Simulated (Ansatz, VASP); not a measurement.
# AlN: VASP beside Ansatz

The input INCAR:

```
PREC     = Accurate       # precision mode
ENCUT    = 600            # plane-wave cutoff, eV
EDIFF    = 1E-6           # SCF threshold, eV
ISMEAR   = 0              # smearing method
SIGMA    = 0.02           # smearing width, eV
LREAL    = False          # projectors in reciprocal space
LASPH    = True           # aspherical terms in the spheres
NELM     = 60             # most SCF steps
ALGO     = Normal         # electronic algorithm
ISIF     = 3              # what is computed and relaxed
LWAVE    = False          # write WAVECAR
LCHARG   = False          # write CHGCAR
GGA      = CA             # functional
IBRION   = 2              # ionic algorithm
NSW      = 100            # ionic steps
EDIFFG   = -0.002         # ionic threshold
```

The input KPOINTS:

```
Automatic mesh
0
Gamma
  9 9 4
```

File POSCAR:

```
AlN
1.0
    3.1285881400      0.0000000000      0.0000000000
   -1.5642940700      2.7094368000      0.0000000000
    0.0000000000      0.0000000000      5.0169550000
Al N
2 2
Direct
    0.6666666700      0.3333333300      0.4992870000
    0.3333333300      0.6666666700      0.9992870000
    0.6666666700      0.3333333300      0.8807130000
    0.3333333300      0.6666666700      0.3807130000
```

Input for Ansatz:

```yaml
crystal:
  lattice:
    - [3.12858814, 0.0, 0.0]
    - [-1.56429407, 2.7094368, 0.0]
    - [0.0, 0.0, 5.016955]
  atoms:
    - { symbol: Al, position: [0.66666667, 0.33333333, 0.499287] }
    - { symbol: Al, position: [0.33333333, 0.66666667, 0.999287] }
    - { symbol: "N", position: [0.66666667, 0.33333333, 0.880713] }
    - { symbol: "N", position: [0.33333333, 0.66666667, 0.380713] }
basis:
  ecutwfc: 420
kpoints:
  mp_grid: { grid: [9, 9, 4] }
hamiltonian:
  xc: lda
  pseudopotentials: { kind: paw, azcp: { folder: soft_1 } }
scf:
  occupations: { method: gaussian, width: 0.02 }
output:
  forces: true
  stress: true
  eigenvalues: true
relax:
  adjacent_minimum: "off"
  f_tol: 0.002
  max_steps: 80
  cell: { stress_tol: 0.02 }
```

Alike in both runs: task relaxation of cell and atoms; functional LDA; k mesh 9 × 9 × 4; occupations gaussian, width 0.02 eV; no spin polarisation.

|  | VASP | Ansatz |
| --- | --- | --- |
| version | VASP 6.6.1 | Ansatz 0.2.0 |
| potentials or method | VASP PAW LDA potentials, release 64 (Al, N), cutoff 600 eV | scalar-relativistic, plane waves, PAW |
| valence electrons in the cell | 16 | 16 |

Ansatz gave:

| Quantity | Value |
| --- | --- |
| gap on the k mesh at the Fermi level, each at its own relaxed structure (eV) | 4.42 |
| relaxed volume (Å³/atom) | 10.21 |
| relaxed cell length with the largest relative difference (Å) | 4.943 |

Question: What did VASP give for the same quantities?

Answer: gap on the k mesh at the Fermi level, each at its own relaxed structure (eV): 4.40; relaxed volume (Å³/atom): 10.24; relaxed cell length with the largest relative difference (Å): 4.948.

Ansatz warns that its potentials were made for another functional, while VASP's fit it. LDA's correlation is that of Perdew and Zunger in VASP and of Perdew and Wang (1992) in Ansatz.
